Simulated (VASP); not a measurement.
Crystal: TlBr.

```
CELL_PARAMETERS angstrom
3.94518 0.00000 0.00000
0.00000 3.94518 0.00000
0.00000 0.00000 3.94518
ATOMIC_POSITIONS crystal
Tl 0.00000 0.00000 0.00000
Br 0.50000 0.50000 0.50000
```

Base run:

* Program: VASP 6.6.1
* Functional: PBE
* Potentials or basis: VASP PAW PBE potentials, release 64 (Tl_d, Br)
* Cutoff: 400 eV
* k mesh: 6 × 6 × 6
* Occupations: gaussian, width 0.01 eV
* Spin: no spin polarisation

Its results: band gap on the k mesh 1.79 eV.

Task: The run is repeated on the same cell with these changes: functional from PBE to r2SCAN; cutoff from 400 eV to 550 eV; further incar settings from ALGO = Normal; EDIFF = 1e-08 to ALGO = Normal; EDIFF = 1e-06; NBANDS = 17. What comes out?

Result: Band gap on the k mesh 2.23 eV.

Caveats: spin-orbit coupling is left out, which moves the levels of the heavy elements.

A k mesh can miss the band edges.
